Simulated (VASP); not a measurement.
# Ag (Fm-3m) in VASP: notebook

Ag is run at these levels: LDA; tasks: single point.

Program: VASP 6.6.1. These are calculated values, not measurements. Logs are shortened: lines on timing, memory, paths and dates and some standing lists are left out, and cuts for length are marked.

**1. The cell of the first run**

It takes space group Fm-3m (No. 225, cubic). Conventional cell: a = 3.999 Å, b = 3.999 Å, c = 3.999 Å, α = 90.00°, β = 90.00°, γ = 90.00°. Within 3.7 Å of Ag (site symmetry m-3m) lie 12 Ag at 2.83 Å.

**2. Single point, LDA**

The input, INCAR:

```
SYSTEM = Ag
PREC     = Accurate       ! precision mode
ENCUT    = 520            ! plane-wave cutoff, eV
EDIFF    = 1E-7           ! SCF threshold, eV
ISMEAR   = -1             ! smearing method
SIGMA    = 0.1            ! smearing width, eV
LREAL    = .False.        ! projectors in reciprocal space
LASPH    = .True.         ! aspherical terms in the spheres
NELM     = 80             ! most SCF steps
ALGO     = Normal         ! electronic algorithm
ISIF     = 2              ! what is computed and relaxed
LWAVE    = .False.        ! write WAVECAR
LCHARG   = .False.        ! write CHGCAR
GGA      = CA             ! functional
NBANDS   = 12             ! bands
```

The input, KPOINTS:

```
regular mesh
0
Gamma
  5 5 5
  0 0 0
```

The input, POSCAR:

```
Ag
1.0
    0.0000000000      1.9996579419      1.9996579419
    1.9996579419      0.0000000000      1.9996579419
    1.9996579419      1.9996579419      0.0000000000
Ag
1
Direct
    0.0000000000      0.0000000000      0.0000000000
```

Potentials or basis: VASP PAW LDA potentials, release 64 (Ag).

Run with:

```
> cat potpaw_LDA.64/Ag/POTCAR > POTCAR
> mpirun -np 1 vasp_std > vasp.out
```

OUTCAR:

```text
SYSTEM = Ag
   PREC = Accurate
   ENCUT = 520
   EDIFF = 1E-7
   ISMEAR = -1
   LREAL = .False.
   LASPH = .True.
   NELM = 80
   ISIF = 2
   GGA = CA

 ion  position               nearest neighbor table
   1  0.000  0.000  0.000-

  LATTYP: Found a face centered cubic cell.
 ALAT       =     3.9993158838

  Lattice vectors:

 A1 = (   0.0000000000,   1.9996579419,   1.9996579419)
 A2 = (   1.9996579419,   0.0000000000,   1.9996579419)
 A3 = (   1.9996579419,   1.9996579419,   0.0000000000)

Analysis of symmetry for initial positions (statically):
=====================================================================
 Subroutine PRICEL returns:
 Original cell was already a primitive cell.

 Routine SETGRP: Setting up the symmetry group for a
 face centered cubic supercell.

 Subroutine GETGRP returns: Found 48 space group operations
 (whereof 48 operations were pure point group operations)
 out of a pool of 48 trial point group operations.

The static configuration has the point symmetry O_h .

Analysis of symmetry for dynamics (positions and initial velocities):
=====================================================================
 Subroutine PRICEL returns:
 Original cell was already a primitive cell.

 Routine SETGRP: Setting up the symmetry group for a
 face centered cubic supercell.

 Subroutine GETGRP returns: Found 48 space group operations
 (whereof 48 operations were pure point group operations)
 out of a pool of 48 trial point group operations.

The dynamic configuration has the point symmetry O_h .

 Subroutine INISYM returns: Found 48 space group operations
 (whereof 48 operations are pure point group operations),
 and found     1 'primitive' translations

----------------------------------------------------------------------------------------

                                     Primitive cell

  volume of cell :      15.9918

  direct lattice vectors                    reciprocal lattice vectors
     0.000000000  1.999657942  1.999657942    -0.250042765  0.250042765  0.250042765
     1.999657942  0.000000000  1.999657942     0.250042765 -0.250042765  0.250042765
     1.999657942  1.999657942  0.000000000     0.250042765  0.250042765 -0.250042765

  length of vectors
     2.827943382  2.827943382  2.827943382     0.433086772  0.433086772  0.433086772

  position of ions in fractional coordinates (direct lattice)
     0.000000000  0.000000000  0.000000000

  ion indices of the primitive-cell ions
   primitive index   ion index
                 1           1

----------------------------------------------------------------------------------------

 KPOINTS: regular mesh

Automatic generation of k-mesh.
 Grid dimensions read from file:
 generate k-points for:    5    5    5

 Generating k-lattice:

  Cartesian coordinates                     Fractional coordinates (reciprocal lattice)
    -0.050008553  0.050008553  0.050008553     0.200000000  0.000000000  0.000000000
     0.050008553 -0.050008553  0.050008553     0.000000000  0.200000000  0.000000000
     0.050008553  0.050008553 -0.050008553     0.000000000  0.000000000  0.200000000

  Length of vectors
     0.086617354  0.086617354  0.086617354

  Shift w.r.t. Gamma in fractional coordinates (k-lattice)
     0.000000000  0.000000000  0.000000000

 Subroutine IBZKPT returns following result:
 ===========================================

 Found     10 irreducible k-points:

 Following reciprocal coordinates:
            Coordinates               Weight
  0.000000  0.000000  0.000000      1.000000
  0.200000  0.000000  0.000000      8.000000
  0.400000  0.000000  0.000000      8.000000
  0.200000  0.200000  0.000000      6.000000
  0.400000  0.200000  0.000000     24.000000
 -0.400000  0.200000  0.000000     24.000000
 -0.200000  0.200000  0.000000     12.000000
  0.400000  0.400000  0.000000      6.000000
 -0.400000  0.400000  0.000000     12.000000
 -0.400000  0.400000  0.200000     24.000000
   k-points           NKPTS =     10   k-points in BZ     NKDIM =     10   number of bands    NBANDS=     12
   number of dos      NEDOS =    301   number of ions     NIONS =      1
   total plane-waves  NPLWV =  13824
   dimension x,y,z NGX =    24 NGY =   24 NGZ =   24
   dimension x,y,z NGXF=    48 NGYF=   48 NGZF=   48
   ions per type =               1
   NGX,Y,Z   is equivalent  to a cutoff of  14.11, 14.11, 14.11 a.u.
   NGXF,Y,Z  is equivalent  to a cutoff of  28.22, 28.22, 28.22 a.u.
 SYSTEM =  Ag
   PREC   = accura    normal or accurate (medium, high low for compatibility)
   ISTART =      0    job   : 0-new  1-cont  2-samecut
   ICHARG =      2    charge: 1-file 2-atom 10-const
   ISPIN  =      1    spin polarized calculation?
   LNONCOLLINEAR =      F non collinear calculations
   LSORBIT =      F    spin-orbit coupling
   LASPH  =      T    aspherical Exc in radial PAW
   ENCUT  =  520.0 eV  38.22 Ry    6.18 a.u.   5.26  5.26  5.26*2*pi/ulx,y,z
   NELM   =     80;   NELMIN=  2; NELMDL= -5     # of ELM steps
   EDIFF  = 0.1E-06   stopping-criterion for ELM
   LREAL  =      F    real-space projection
   EDIFFG = 0.1E-05   stopping-criterion for IOM
   NSW    =      0    number of steps for IOM
   IBRION =     -1    ionic relax: 0-MD 1-quasi-New 2-CG
   NFREE  =      0    steps in history (QN), initial steepest desc. (CG)
   ISIF   =      2    stress and relaxation
   ISYM   =      2    0-nonsym 1-usesym 2-fastsym
   POTIM  = 0.5000    time-step for ionic-motion
   TEBEG  =    0.0;   TEEND  =   0.0 temperature during run
   PSTRESS=    0.0 pullay stress
   NELECT =      11.0000    total number of electrons
   NUPDOWN=      -1.0000    fix difference up-down
   EMIN   =  10.00;   EMAX   =-10.00  energy-range for DOS
   EFERMI =   0.00;   METHOD = LEGACY
   ISMEAR =    -1;   SIGMA  =   0.10  broadening in eV -4-tet -1-fermi 0-gaus
   EFERMI_NEDOS =   21; number of points for ismear=-14 and -15
   IALGO  =     38    algorithm
   IMIX   =      4    mixing-type and parameters
     AMIX     =   0.40;   BMIX     =  1.00
     AMIX_MAG =   1.60;   BMIX_MAG =  1.00
  volume/ion in A,a.u.               =      15.99       107.92
  Fermi-wavevector in a.u.,A,eV,Ry     =   1.445129  2.730898 28.414386  2.088398
  Thomas-Fermi vector in A             =   2.563346
   LORBIT       =      0    0 simple, 1 ext, 2 COOP (PROOUT), +10 PAW based schemes
   GGA     = CA    functional components
   LHFCALC =     F    Hartree Fock is set to
   AEXX    =    0.0000 exact exchange contribution
   IVDW    =     0    specifies the selected vdW correction
   LEPSILON=     F    determine dielectric tensor
   LRPA    =     F    only Hartree local field effects (RPA)
 non-spin polarized calculation
  energy-cutoff  :      520.00
  volume of cell :       15.99
 maximum number of plane-waves:       444
 NGX is ok and might be reduce to    24
   NGX = 11   NGY = 11   NGZ = 11

 number of electron      11.0000002 magnetization

 Free energy of the ion-electron system (eV)
  ---------------------------------------------------
  ext. energy  EPLUGINS =         0.00000000
  ---------------------------------------------------
  free energy    TOTEN  =        -3.91344848 eV

  energy without entropy =       -3.90692084  energy(sigma->0) =       -3.91018466

 E-fermi :   8.6147     XC(G=0): -12.9623

 val. band max:        8.5809857795   @ k =   0.4000   0.4000   0.0000
 cond. band min:      10.7334526239   @ k =  -0.4000   0.2000   0.0000
 fundamental gap:      2.1524668443
 Fermi energy:         8.6146600509

 k-point     1 :       0.0000    0.0000    0.0000
  band No.  band energies     occupation
      1       0.7700      2.00000
      2       4.0731      2.00000
      3       4.0731      2.00000
      4       4.0731      2.00000
      5       5.2526      2.00000
      6       5.2526      2.00000
      7      25.2231      0.00000
      8      29.1082      0.00000
      9      29.1082      0.00000
     10      29.1082      0.00000
     11      34.2906      0.00000
     12      35.7325      0.00000

 k-point     2 :       0.2000    0.0000    0.0000
  band No.  band energies     occupation
      1       1.8981      2.00000
      2       3.9860      2.00000
      3       4.3023      2.00000
      4       4.3023      2.00000
      5       5.2578      2.00000
      6       5.2578      2.00000
      7      22.6393      0.00000
      8      26.1588      0.00000
      9      29.5861      0.00000
     10      29.5861      0.00000
     11      32.4696      0.00000
     12      33.6536      0.00000

 k-point     3 :       0.4000    0.0000    0.0000
  band No.  band energies     occupation
      1       2.3302      2.00000
      2       4.1084      2.00000
      3       4.1084      2.00000
      4       5.9806      2.00000
      5       5.9806      2.00000
      6       6.9426      2.00000
      7      15.0805      0.00000
      8      24.7858      0.00000
      9      27.9626      0.00000
     10      27.9626      0.00000
     11      32.7967      0.00000
     12      32.7967      0.00000
[... 76 lines left out ...]
 k-point     9 :      -0.4000    0.4000    0.0000
  band No.  band energies     occupation
      1       2.5634      2.00000
      2       2.9087      2.00000
      3       5.2304      2.00000
      4       5.6815      2.00000
      5       6.1779      2.00000
      6      12.6369      0.00000
      7      15.7793      0.00000
      8      16.6544      0.00000
      9      21.4644      0.00000
     10      26.7560      0.00000
     11      32.1753      0.00000
     12      37.5406      0.00000

 k-point    10 :      -0.4000    0.4000    0.2000
  band No.  band energies     occupation
      1       3.1671      2.00000
      2       3.3334      2.00000
      3       4.0606      2.00000
      4       5.3919      2.00000
      5       6.0792      2.00000
      6      11.4412      0.00000
      7      17.2183      0.00000
      8      17.7274      0.00000
      9      20.0341      0.00000
     10      30.9769      0.00000
     11      31.3599      0.00000
     12      35.7137      0.00000

------------------------ aborting loop because EDIFF is reached ----------------------------------------

  FORCE on cell =-STRESS in cart. coord.  units (eV):
  Direction    XX          YY          ZZ          XY          YZ          ZX
  --------------------------------------------------------------------------------------
  -------------------------------------------------------------------------------------
  Total       -0.0637827     -0.0637827     -0.0637827      0.0000000     -0.0000000      0.0000000
  in kB       -6.3902248     -6.3902248     -6.3902248      0.0000000     -0.0000000      0.0000000
  external PRESSURE =      -6.3902248 kB  Pullay stress =       0.0000000 kB

 VOLUME and BASIS-vectors are now :
 -----------------------------------------------------------------------------
  energy-cutoff  :      520.00
  volume of cell :       15.99
      direct lattice vectors                 reciprocal lattice vectors
     0.000000000  1.999657942  1.999657942    -0.250042765  0.250042765  0.250042765
     1.999657942  0.000000000  1.999657942     0.250042765 -0.250042765  0.250042765
     1.999657942  1.999657942  0.000000000     0.250042765  0.250042765 -0.250042765

 POSITION                                       TOTAL-FORCE (eV/Angst)
 -----------------------------------------------------------------------------------
      0.00000      0.00000      0.00000         0.000000      0.000000      0.000000
 -----------------------------------------------------------------------------------
    total drift:                               -0.000000      0.000000      0.000000

  FREE ENERGIE OF THE ION-ELECTRON SYSTEM (eV)
  ---------------------------------------------------
  free  energy   TOTEN  =        -3.9134484798 eV

  energy  without entropy=       -3.9069208417  energy(sigma->0) =       -3.91018466
```

It took 2.8 s on 1 thread of Intel Xeon Platinum 8488C (Sapphire Rapids), shared host; peak memory 0.12 GiB.

Results:

| Property | Result |
| --- | --- |
| Free energy | -3.9134 eV |
| Pressure | -0.6 GPa |

Caveat: the k points lie up to 0.54 Å⁻¹ apart.

**3. Single point, LDA**

The input, INCAR:

```
PREC = Accurate
ENCUT = 520
EDIFF = 1E-6
ISMEAR = -1
SIGMA = 0.1
LREAL = False
LASPH = True
NELM = 80
ALGO = Normal
ISIF = 2
LWAVE = False
LCHARG = True
LELF = True
LVHAR = True
NBANDS = 12
```

The input, KPOINTS:

```
regular mesh
0
Gamma
  7 7 7
```

POSCAR is that of step 2.

Potentials or basis: VASP PAW LDA potentials, release 64 (Ag).

Run with:

```
> cat potpaw_LDA.64/Ag/POTCAR > POTCAR
> mpirun -np 1 vasp_std > vasp.out
```

Wall time 3.3 s (1 thread of Intel Xeon Platinum 8488C (Sapphire Rapids), shared host); peak memory 0.13 GiB.

Results (log left out):

```yaml
Free_energy: -3.8377 eV
Pressure: 0.0 GPa
```

Levels at points of the mesh, in eV from the Fermi level:
| k point | band 2 | band 3 | band 4 | band 5 | band 6 | band 7 | band 8 | band 9 | band 10 | band 11 |
| --- | --- | --- | --- | --- | --- | --- | --- | --- | --- | --- |
| (0.00, 0.00, 0.00) | -5.27 | -5.27 | -5.27 | -4.10 | -4.10 | 15.88 | 19.77 | 19.77 | 19.77 | 24.95 |

Caveat: the k points lie up to 0.39 Å⁻¹ apart.

**4. Single point, LDA**

The input, INCAR:

```
  PREC = Accurate
  ENCUT = 520
  EDIFF = 1E-6
  ISMEAR = -1
  SIGMA = 0.1
  LREAL = F
  LASPH = T
  NELM = 80
  ALGO = Normal
  ISIF = 2
  LWAVE = F
  LCHARG = T
  GGA = CA
  LELF = T
  LVHAR = T
  NBANDS = 12
```

The input, KPOINTS:

```
regular mesh
0
Gamma
  8 8 8
```

POSCAR is that of step 3.

Run with:

```
> cat potpaw_LDA.64/Ag/POTCAR > POTCAR
> mpirun -np 1 vasp_std > vasp.out
```

Run time: 4 s. Hardware: 1 thread of Intel Xeon Platinum 8488C (Sapphire Rapids), shared host; peak memory 0.13 GiB.

The run converged. Its results:

* Free energy: -3.7538 eV
* Pressure: 1.1 GPa

Levels at points of the mesh, in eV from the Fermi level:
```
           k point  band 3  band 4  band 5  band 6  band 7  band 8  band 9  band 10
(0.00, 0.00, 0.00)   -4.94   -4.94   -3.76   -3.76   16.21   20.10   20.10    20.10
(0.50, 0.00, 0.00)   -4.97   -2.86   -2.86   -0.55    4.02   15.47   18.45    18.45
(0.50, 0.50, 0.00)   -2.89   -2.63   -2.63    1.55    7.31   10.95   10.95    18.11
```

**5. Single point, LDA**

The input, INCAR:

```
PREC = Accurate ; ENCUT = 520
EDIFF = 1E-6 ; ISMEAR = -1
SIGMA = 0.1 ; LREAL = F
LASPH = T ; NELM = 60
ALGO = Normal ; ISIF = 2
LWAVE = F ; LCHARG = F
GGA = CA ; NBANDS = 12
```

The input, KPOINTS:

```
Automatic mesh
0
Gamma
  11 11 11
```

POSCAR is that of step 4.

Potentials or basis: VASP PAW LDA potentials, release 64 (Ag).

Run with:

```
> cat potpaw_LDA.64/Ag/POTCAR > POTCAR
> mpirun -np 1 vasp_std > vasp.out
```

OUTCAR:

```text
PREC = Accurate
   ENCUT = 520
   EDIFF = 1E-6
   ISMEAR = -1
   LREAL = F
   LASPH = T
   NELM = 60
   ISIF = 2
   GGA = CA

 ion  position               nearest neighbor table
   1  0.000  0.000  0.000-

  LATTYP: Found a face centered cubic cell.
 ALAT       =     3.9993158838

  Lattice vectors:

 A1 = (   0.0000000000,   1.9996579419,   1.9996579419)
 A2 = (   1.9996579419,   0.0000000000,   1.9996579419)
 A3 = (   1.9996579419,   1.9996579419,   0.0000000000)

Analysis of symmetry for initial positions (statically):
=====================================================================
 Subroutine PRICEL returns:
 Original cell was already a primitive cell.

 Routine SETGRP: Setting up the symmetry group for a
 face centered cubic supercell.

 Subroutine GETGRP returns: Found 48 space group operations
 (whereof 48 operations were pure point group operations)
 out of a pool of 48 trial point group operations.

The static configuration has the point symmetry O_h .

Analysis of symmetry for dynamics (positions and initial velocities):
=====================================================================
 Subroutine PRICEL returns:
[... 169 lines left out ...]
      6       5.2380      2.00000
      7      25.2217      0.00000
      8      29.1095      0.00000
      9      29.1095      0.00000
     10      29.1095      0.00000
     11      34.2942      0.00000
     12      35.7279      0.00000
[... 331 lines left out ...]
 k-point    24 :      -0.1818    0.1818    0.0000
  band No.  band energies     occupation
      1       2.9398      2.00000
      2       3.5964      2.00000
      3       4.2829      2.00000
      4       4.7492      2.00000
      5       4.7891      2.00000
      6       6.4565      2.00000
      7      21.4576      0.00000
      8      21.9509      0.00000
      9      28.1508      0.00000
     10      29.9056      0.00000
     11      30.9968      0.00000
     12      34.6688      0.00000

 [... further k-points ...]

------------------------ aborting loop because EDIFF is reached ----------------------------------------

  FORCE on cell =-STRESS in cart. coord.  units (eV):
  Direction    XX          YY          ZZ          XY          YZ          ZX
  --------------------------------------------------------------------------------------
  -------------------------------------------------------------------------------------
  Total        0.0075273      0.0075273      0.0075273     -0.0000000      0.0000000     -0.0000000
  in kB        0.7541416      0.7541416      0.7541416     -0.0000000      0.0000000     -0.0000000
  external PRESSURE =       0.7541416 kB  Pullay stress =       0.0000000 kB

 VOLUME and BASIS-vectors are now :
 -----------------------------------------------------------------------------
  energy-cutoff  :      520.00
  volume of cell :       15.99
      direct lattice vectors                 reciprocal lattice vectors
     0.000000000  1.999657942  1.999657942    -0.250042765  0.250042765  0.250042765
     1.999657942  0.000000000  1.999657942     0.250042765 -0.250042765  0.250042765
     1.999657942  1.999657942  0.000000000     0.250042765  0.250042765 -0.250042765

 POSITION                                       TOTAL-FORCE (eV/Angst)
 -----------------------------------------------------------------------------------
      0.00000      0.00000      0.00000         0.000000     -0.000000      0.000000
 -----------------------------------------------------------------------------------
    total drift:                               -0.000000      0.000000     -0.000000

  FREE ENERGIE OF THE ION-ELECTRON SYSTEM (eV)
  ---------------------------------------------------
  free  energy   TOTEN  =        -3.7910200862 eV

  energy  without entropy=       -3.7833513018  energy(sigma->0) =       -3.78718569
```

stdout:

```text
POSCAR found type information on POSCAR Ag
 POSCAR found :  1 types and       1 ions
 scaLAPACK will be used
 LDA part: xc-table for (Slater(with rela. corr.)+CA(PZ))
 , standard interpolation
 POSCAR, INCAR and KPOINTS ok, starting setup
 FFT: planning ... GRIDC
 FFT: planning ... GRID_SOFT
 FFT: planning ... GRID
 WAVECAR not read
 entering main loop
```

Wall time 5.5 s (1 thread of Intel Xeon Platinum 8488C (Sapphire Rapids), shared host); peak memory 0.13 GiB.

Results:

```yaml
Free_energy: -3.7910 eV
Pressure: 0.1 GPa
```

**6. Single point, LDA**

The input, INCAR:

```
PREC = Accurate
ENCUT = 520
EDIFF = 1E-6
ISMEAR = -1
SIGMA = 0.1
LREAL = False
LASPH = True
NELM = 60
ALGO = Normal
ISIF = 2
LWAVE = False
LCHARG = False
GGA = CA
NBANDS = 12
```

The input, KPOINTS:

```
Automatic mesh
0
Gamma
  13 13 13
```

POSCAR is that of step 5.

Potentials or basis: VASP PAW LDA potentials, release 64 (Ag).

Run with:

```
> cat potpaw_LDA.64/Ag/POTCAR > POTCAR
> mpirun -np 1 vasp_std > vasp.out
```

Wall time 7.3 s (1 thread of Intel Xeon Platinum 8488C (Sapphire Rapids), shared host); peak memory 0.13 GiB.

It converged, with:

```yaml
Free_energy: -3.7870 eV
Pressure: 0.2 GPa
```

Levels at points of the mesh, in eV from the Fermi level:
```
           k point  band 4  band 5  band 6  band 7  band 8  band 9
(0.00, 0.00, 0.00)   -5.20   -4.02   -4.02   15.97   19.86   19.86
```

**7. Overview**

| k mesh | gap on the mesh (eV) | pressure (GPa) |
| --- | --- | --- |
| 5 × 5 × 5 | none | -0.6 |
| 7 × 7 × 7 | none | 0.0 |
| 8 × 8 × 8 | none | 1.1 |
| 11 × 11 × 11 | none | 0.1 |
| 13 × 13 × 13 | none | 0.2 |

Alike in all rows: task single point; level LDA; potentials or basis VASP PAW LDA potentials, release 64 (Ag); no spin polarisation; cell as given; cutoff (eV) 520; smearing fermi-dirac 0.1 eV.

Caveats: some runs use coarse meshes.

Total energies depend on the potentials used, so only differences within one code and one set of settings carry meaning.
